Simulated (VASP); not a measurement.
Input of a VASP 6.6.1 run:

INCAR

```
SYSTEM = HfSn3S8
  ALGO = Normal
  EDIFF = 1E-7
  EDIFFG = -0.01
  ENCUT = 600
  GGA = PE
  IBRION = 2
  ISIF = 3
  ISMEAR = 0
  KPAR = 4
  LASPH = .TRUE.
  LCHARG = .FALSE.
  LREAL = .FALSE.
  LWAVE = .FALSE.
  NELM = 80
  NSW = 100
  PREC = Accurate
  SIGMA = 0.02
```

Contents of KPOINTS:

```
k-points
0
G
  12 12 1
  0 0 0
```

Contents of POSCAR:

```
HfSn3S8
1.0
    3.6897011000      0.0000000000      0.0000000000
   -1.8448506000      3.1953749000      0.0000000000
    0.0000000000      0.0000000000     27.2738744000
Hf Sn S
1 3 8
Direct
    0.0000000000      0.0000000000      0.5000000000
    0.0000000000      0.0000000000      0.0000000000
    0.0000000000      0.0000000000      0.2515910000
    0.0000000000      0.0000000000      0.7484090000
    0.3333333000      0.6666667000      0.0543560000
    0.3333333000      0.6666667000      0.3059480000
    0.3333333000      0.6666667000      0.5524010000
    0.3333333000      0.6666667000      0.8027650000
    0.6666667000      0.3333333000      0.1972350000
    0.6666667000      0.3333333000      0.4475990000
    0.6666667000      0.3333333000      0.6940520000
    0.6666667000      0.3333333000      0.9456440000
```

Potentials or basis: VASP PAW PBE potentials, release 64 (Hf_pv, Sn_d, S).

Launch:

```bash
$ cat potpaw_PBE.64/Hf_pv/POTCAR potpaw_PBE.64/Sn_d/POTCAR potpaw_PBE.64/S/POTCAR > POTCAR
$ mpirun -np 4 vasp_std > vasp.out
```

Question: Estimate the relaxed volume.

Answer: 26.74 Å³/atom.

Question: Predict the band gap on the k mesh.

Answer: 1.23 eV (least direct gap 1.76 eV).

Forces on the atoms (eV/Å):
```
Hf   0.000  0.000  0.000
Sn   0.000  0.000  0.000
Sn   0.000  0.000  0.000
Sn   0.000  0.000  0.000
S    0.000  0.000 -0.002
S    0.000  0.000 -0.002
S    0.000  0.000 -0.008
S    0.000  0.000 -0.002
S    0.000  0.000  0.002
S    0.000  0.000  0.008
S    0.000  0.000  0.002
S    0.000  0.000  0.002
```

Caveat: spin-orbit coupling is left out, which moves the levels of the heavy elements; this functional lacks dispersion, which binds layers or chains, so the pressure and a relaxed spacing across them are unreliable. A k mesh can miss the band edges.
